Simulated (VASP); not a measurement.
Al: single point with PBEsol

Crystal: Al.

```
Al
1.0
     4.35082    0.00000    0.00000
     0.00000    0.00000    4.53939
     0.00000   -8.10021    0.00000
Al
8
Direct
  0.50000 0.43589 0.15491
  0.00000 0.43589 0.65491
  0.50000 0.93589 0.34509
  0.00000 0.93589 0.84509
  0.50000 0.56411 0.84509
  0.00000 0.56411 0.34509
  0.50000 0.06411 0.65491
  0.00000 0.06411 0.15491
```

| Property | Result |
| --- | --- |
| Program | VASP 6.6.1 |
| Task | single point |
| Functional | PBEsol |
| Potentials or basis | VASP PAW PBE potentials, release 64 (Al) |
| Cutoff | 520 eV |
| k mesh | 8 × 8 × 6 |
| Occupations | gaussian, width 0.1 eV |
| Spin | no spin polarisation |
| Dipole correction | no |
| Further INCAR settings | ALGO = Fast; EDIFF = 1e-06; NBANDS = 22 |

```
Pressure               : 0.1 GPa
Largest force          : 0.006 eV/Å
Band gap on the k mesh : zero (bands 12 and 13 overlap by 0.41 eV)
```

Forces in eV/Å, atoms in the order of the input:
```
Al   0.000  0.000  0.006
Al   0.000  0.000  0.006
Al   0.000  0.000  0.006
Al   0.000  0.000  0.006
Al   0.000  0.000 -0.006
Al   0.000  0.000 -0.006
Al   0.000  0.000 -0.006
Al   0.000  0.000 -0.006
```

Levels at points of the mesh, in eV from the Fermi level:
```csv
k point,band 9,band 10,band 11,band 12,band 13,band 14,band 15,band 16
"(0.00, 0.00, 0.00)",-1.74,-1.53,-1.40,-0.37,-0.20,0.43,0.47,0.68
"(0.50, 0.00, 0.00)",-1.18,-1.18,-0.37,-0.37,0.39,0.39,0.70,0.70
"(0.00, 0.50, 0.00)",-0.37,-0.37,-0.19,-0.19,-0.11,-0.11,0.95,0.95
"(0.50, 0.50, 0.00)",-2.87,-2.87,-2.87,-2.87,2.33,2.33,2.33,2.33
"(0.00, 0.00, 0.50)",-2.40,-2.40,-1.24,-1.24,1.26,1.26,2.13,2.13
"(0.50, 0.00, 0.50)",-1.26,-1.26,-1.26,-1.26,0.23,0.23,0.23,0.23
"(0.00, 0.50, 0.50)",-0.79,-0.79,-0.79,-0.79,0.32,0.32,0.32,0.32
"(0.50, 0.50, 0.50)",-1.74,-1.74,-1.74,-1.74,-0.07,-0.07,-0.07,-0.07
```

Wall time 9.3 min on 1 thread of AMD EPYC 7R43 64-Core Processor (Zen 3), with other jobs on the host, peak memory 0.37 GiB.

Caveat: the PAW data sets were made with another functional, which shifts forces and pressure a little.
